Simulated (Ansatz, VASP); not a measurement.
# Ga in VASP and in Ansatz

Contents of INCAR:

```
  PREC = Accurate
  ENCUT = 520
  EDIFF = 1E-8
  ISMEAR = -1
  SIGMA = 0.03
  LREAL = False
  LASPH = True
  NELM = 60
  ALGO = Normal
  ISIF = 2
  LWAVE = False
  LCHARG = False
  GGA = PE
  LEFG = True
  NBANDS = 20
```

KPOINTS

```
Automatic mesh
0
Gamma
  14 14 11
```

POSCAR

```
Ga
1.0
    1.3875947181     -4.0398771747      0.0000000000
    1.3875947181      4.0398771747      0.0000000000
   -0.1178402022      0.0000000000      3.3409929716
Ga
2
Direct
    0.8690000000      0.1310000000      0.2500000000
    0.1310000000      0.8690000000      0.7500000000
```

Input for Ansatz:

```yaml
crystal:
  lattice:
    - [1.3875947181, -4.0398771747, 0.0]
    - [1.3875947181, 4.0398771747, 0.0]
    - [-0.1178402022, 0.0, 3.3409929716]
  atoms:
    - { symbol: Ga, position: [0.869, 0.131, 0.25] }
    - { symbol: Ga, position: [0.131, 0.869, 0.75] }
kpoints:
  mp_grid: { grid: [14, 14, 11] }
scf:
  occupations: { method: fermi_dirac, width: 0.03 }
hamiltonian:
  xc: pbe
  pseudopotentials: { kind: all_electron, datasets: crystal }
output:
  forces: true
  stress: true
  eigenvalues: true
  efg: { contact_densities: true }
```

Change from the starting cell: volume scaled by 1.01, crystal datasets.

Alike in both runs: task electric field gradients; functional PBE; k mesh 14 × 14 × 11; occupations fermi-dirac, width 0.03 eV; no spin polarisation.

|  | VASP | Ansatz |
| --- | --- | --- |
| version | VASP 6.6.1 | Ansatz 0.2.0 |
| potentials or method | VASP PAW PBE potentials, release 64 (Ga_d), cutoff 520 eV | all-electron PAW with datasets made for the crystal, scalar-relativistic |

Ansatz gave:

| Quantity | Value |
| --- | --- |
| pressure (GPa) | 1.2 |
| traceless stress, the component that is largest in VASP (GPa) | -0.16 |
| rms of the force components (eV/Å) | 0.106 |
| size of Vzz on the site where it differs most (V/Å²) | 26.3 |

**Question.** What did VASP give for the same quantities?

**Answer.** Pressure (GPa): 1.3; traceless stress, the component that is largest in VASP (GPa): -0.19; rms of the force components (eV/Å): 0.107; size of Vzz on the site where it differs most (V/Å²): 24.4.

Atom by atom the forces differ by 0.001 eV/Å (rms over components). Ansatz ran all-electron here, and VASP with PAW potentials.
